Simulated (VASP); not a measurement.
A run of VASP 6.6.1 is set up as follows.

INCAR

```
  PREC = Accurate
  ENCUT = 520
  EDIFF = 1E-6
  ISMEAR = -1
  SIGMA = 0.1
  LREAL = F
  LASPH = T
  NELM = 150
  ALGO = Normal
  ISIF = 2
  LWAVE = F
  LCHARG = F
  ISPIN = 2
  MAGMOM = 3 0
  LORBIT = 11
  LMAXMIX = 4
  GGA = PS
  NBANDS = 20
```

The input KPOINTS:

```
Automatic mesh
0
Gamma
  14 14 14
```

The input POSCAR:

```
MnSe
1.0
    0.0000000000      2.6202594064      2.6202594064
    2.6202594064      0.0000000000      2.6202594064
    2.6202594064      2.6202594064      0.0000000000
Mn Se
1 1
Direct
    0.0000000000      0.0000000000      0.0000000000
    0.5000000000      0.5000000000      0.5000000000
```

Potentials or basis: VASP PAW PBE potentials, release 64 (Mn_pv, Se).

Command:

```console
$ cat potpaw_PBE.64/Mn_pv/POTCAR potpaw_PBE.64/Se/POTCAR > POTCAR
$ mpirun -np 1 vasp_std > vasp.out
```

(1) What does it give for the site moments?

(2) Predict the pressure.

(3) Predict the net moment.

Results:

(1) Mn +3.98; Se +0.07 μB.

(2) 0.2 GPa.

(3) 4.35 μB per cell.

Caveat: the PAW data sets were made with another functional, which shifts forces and pressure a little; a cell with one magnetic atom can't hold antiferromagnetic order, which such compounds often take.
